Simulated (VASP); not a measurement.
Write the native input for VASP 6.6.1 that does the following.

```yaml
Task: relaxation of cell and atoms
Functional: HSE06
Potentials_or_basis: VASP PAW PBE potentials, release 64 (K_sv, Cl)
Cutoff: 600 eV
k_mesh: 4 × 4 × 4
Occupations: fermi-dirac, width 0.02 eV
Spin: no spin polarisation
Dipole_correction: no
Grid_for_exact_exchange_PRECFOCK: Normal
Further_INCAR_settings: ALGO = Normal; EDIFF = 1e-07; IBRION = 2; EDIFFG = -0.005; NSW = 80; ISIF = 3
Share_of_exact_exchange: 0.25
Screening_parameter: 0.2079 1/Å
```

The system is KCl.

```
K Cl
1.0
     0.00000    3.14485    3.14485
     3.14485    0.00000    3.14485
     3.14485    3.14485    0.00000
K Cl
1 1
Direct
  0.00000 0.00000 0.00000
  0.50000 0.50000 0.50000
```

These files were run (other wordings do the same):

POSCAR

```
KCl
1.0
    0.0000000000      3.1448470504      3.1448470504
    3.1448470504      0.0000000000      3.1448470504
    3.1448470504      3.1448470504      0.0000000000
K Cl
1 1
Direct
    0.0000000000      0.0000000000      0.0000000000
    0.5000000000      0.5000000000      0.5000000000
```

INCAR.step1

```
ALGO = Normal ; EDIFF = 1E-5
ENCUT = 600 ; GGA = PE
ISMEAR = -1 ; LASPH = True
LCHARG = False ; LREAL = False
LWAVE = True ; NBANDS = 15
NELM = 100 ; PREC = Accurate
SIGMA = 0.02
```

INCAR.step2

```
ALGO = Normal ; EDIFF = 1E-7
EDIFFG = -0.005 ; ENCUT = 600
GGA = PE ; HFSCREEN = 0.2079
IBRION = 2 ; ISIF = 3
ISMEAR = -1 ; ISTART = 1
LASPH = True ; LCHARG = False
LHFCALC = True ; LREAL = False
LWAVE = False ; NELM = 100
NSW = 80 ; PREC = Accurate
PRECFOCK = Normal ; SIGMA = 0.02
```

KPOINTS

```
k-points
0
Gamma
  4 4 4
```

Potentials or basis: VASP PAW PBE potentials, release 64 (K_sv, Cl).

Run with:

```bash
$ cat potpaw_PBE.64/K_sv/POTCAR potpaw_PBE.64/Cl/POTCAR > POTCAR
$ cp INCAR.step1 INCAR
$ mpirun -np 1 vasp_std > vasp.out
$ cp INCAR.step2 INCAR
$ mpirun -np 1 vasp_std > vasp.out
```

It gave:

* Relaxed volume: 32.03 Å³/atom
* Relaxed cell: a = 4.491 Å, b = 4.491 Å, c = 4.491 Å, α = 60.00°, β = 60.00°, γ = 60.00°
* Space group after relaxing (to 0.1 Å): Fm-3m (No. 225)
* Energy gained by relaxing: 1.5 meV/atom
* Ionic steps: 4
* Pressure after relaxing: 0.0 GPa
* Band gap on the k mesh: 6.40 eV

Caveat: the k points lie up to 0.43 Å⁻¹ apart in the final cell; the PAW data sets were made with another functional, which shifts forces and pressure a little.

It took 53 min on 1 thread of AMD EPYC 7R13, with other jobs on the host, peak memory 0.31 GiB.
